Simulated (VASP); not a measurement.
A run of VASP 6.6.1 is set up as follows.

Contents of INCAR:

```
  PREC = Accurate
  ENCUT = 520
  EDIFF = 1E-7
  ISMEAR = 0
  SIGMA = 0.1
  LREAL = F
  LASPH = T
  NELM = 80
  ALGO = Normal
  ISIF = 2
  LWAVE = F
  LCHARG = F
  GGA = PE
  NBANDS = 21
```

The input KPOINTS:

```
Automatic mesh
0
Gamma
  8 8 8
```

POSCAR

```
Mg3BiSb
1.0
    5.3361547547      0.0000000000      0.0000000000
    0.0000000000      5.3361547547      0.0000000000
    0.0000000000      0.0000000000      5.3361547547
Mg Sb Bi
3 1 1
Direct
    0.0000000000      0.5000000000      0.5000000000
    0.5000000000      0.0000000000      0.5000000000
    0.5000000000      0.5000000000      0.0000000000
    0.5000000000      0.5000000000      0.5000000000
    0.0000000000      0.0000000000      0.0000000000
```

Potentials or basis: VASP PAW PBE potentials, release 64 (Mg, Sb, Bi_d).

Command:

```console
$ cat potpaw_PBE.64/Mg/POTCAR potpaw_PBE.64/Sb/POTCAR potpaw_PBE.64/Bi_d/POTCAR > POTCAR
$ mpirun -np 1 vasp_std > vasp.out
```

**Question.** Predict the pressure.

**Answer.** 0.0 GPa.

**Question.** Predict the band gap on the k mesh.

**Answer.** Zero (bands 13 and 14 overlap by 0.17 eV).

Caveat: spin-orbit coupling is left out, which moves the levels of the heavy elements.
